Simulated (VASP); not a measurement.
WC:

```
W C
1.0
     0.00000    2.32394    2.32394
     2.32394    0.00000    2.32394
     2.32394    2.32394    0.00000
W C
1 1
Direct
  0.00000 0.00000 0.00000
  0.50000 0.50000 0.50000
```

* Program: VASP 6.6.1
* Task: relaxation of cell and atoms
* Functional: PBE
* Potentials or basis: VASP PAW PBE potentials, release 64 (W_sv, C)
* Cutoff: 600 eV
* k mesh: 7 × 7 × 7
* Occupations: gaussian, width 0.2 eV
* Spin: no spin polarisation

At the start: pressure -43.8 GPa; volume 12.55 Å³/atom.

How do energy, volume and symmetry change on relaxing?

Over 5 steps the energy falls by 325.2 meV/atom and the volume is 10.52 Å³/atom (-16.2 %); space group Fm-3m (No. 225, to 0.05 Å).

The path:
```tsv
step	energy change (eV)	largest force (eV/Å)	pressure (GPa)	volume (Å³)
1	0.0000	0.0000	-43.76	25.10
2	3.6321	0.0000	292.99	14.59
3	-0.6385	0.0000	-7.83	21.52
4	-0.6487	0.0000	-3.10	21.23
5	-0.6505	0.0000	0.05	21.04
```

Final structure:
```cif
data_structure
_symmetry_space_group_name_H-M 'P 1'
_symmetry_Int_Tables_number 1
_cell_length_a 3.0988
_cell_length_b 3.0988
_cell_length_c 3.0988
_cell_angle_alpha 60.000
_cell_angle_beta 60.000
_cell_angle_gamma 60.000
_cell_volume 21.04
loop_
_atom_site_label
_atom_site_type_symbol
_atom_site_fract_x
_atom_site_fract_y
_atom_site_fract_z
_atom_site_occupancy
W1 W 0.00000 0.00000 0.00000 1
C1 C 0.50000 0.50000 0.50000 1
```

Caveat: the volume moved by over 15 % at a fixed basis, so the end points are rough.
